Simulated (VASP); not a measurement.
Set up this calculation in VASP 6.6.1, as the native input.

* Task: single point
* Functional: LDA
* Potentials or basis: VASP PAW LDA potentials, release 64 (Ga_d, N)
* Cutoff: 520 eV
* k mesh: 8 × 6 × 6
* Occupations: gaussian, width 0.05 eV
* Spin: no spin polarisation
* Dipole correction: no
* Further INCAR settings: ALGO = Normal; EDIFF = 1e-06; NBANDS = 46

The structure of GaN lies in POSCAR:

```
GaN
1.0
   -3.1515767111      0.0000000000      0.0000000000
    0.0000000000      0.0000000000     -5.1382481593
    0.0000000000     -5.4586909876      0.0000000000
Ga N
4 4
Direct
    0.5000000000     -0.0011126083      0.1692785892
    0.0000000000     -0.0031775438      0.6640596959
    0.0000000000      0.4968224562      0.3359403041
    0.5000000000      0.4988873917      0.8307214108
    0.5000000000      0.6379878753      0.1670594163
    0.0000000000      0.6389461065      0.6663043693
    0.0000000000      0.1389461065      0.3336956307
    0.5000000000      0.1379878753      0.8329405837
```

This cell differs from its parent crystal: mode 11 frozen in at -0.015 Å and mode 13 at -0.073 Å (largest displacements).

These files were run (other wordings do the same):

INCAR

```
SYSTEM = GaN
  ALGO = Normal
  EDIFF = 1E-6
  ENCUT = 520
  ISIF = 2
  ISMEAR = 0
  LASPH = .TRUE.
  LCHARG = .FALSE.
  LREAL = .FALSE.
  LWAVE = .FALSE.
  NBANDS = 46
  NELM = 80
  PREC = Accurate
  SIGMA = 0.05
```

KPOINTS

```
k-points
0
G
  8 6 6
  0 0 0
```

Potentials or basis: VASP PAW LDA potentials, release 64 (Ga_d, N).

The run is started by

```sh
$ cat potpaw_LDA.64/Ga_d/POTCAR potpaw_LDA.64/N/POTCAR > POTCAR
$ mpirun -np 1 vasp_std > vasp.out
```

Results of the run:

The pressure is 2.0 GPa. The largest force is 1.621 eV/Å and the band gap on the k mesh is 2.04 eV.

Caveat: the cell differs from its parent crystal (mode 11 frozen in at -0.015 Å and mode 13 at -0.073 Å (largest displacements)); forces of over 1 eV/Å act on the atoms, so gaps and moduli don't describe the material at rest.

Run time: 4.7 min on 1 thread of Oxide Virtual Turin-like Processor, with other jobs on the host, peak memory 0.29 GiB.
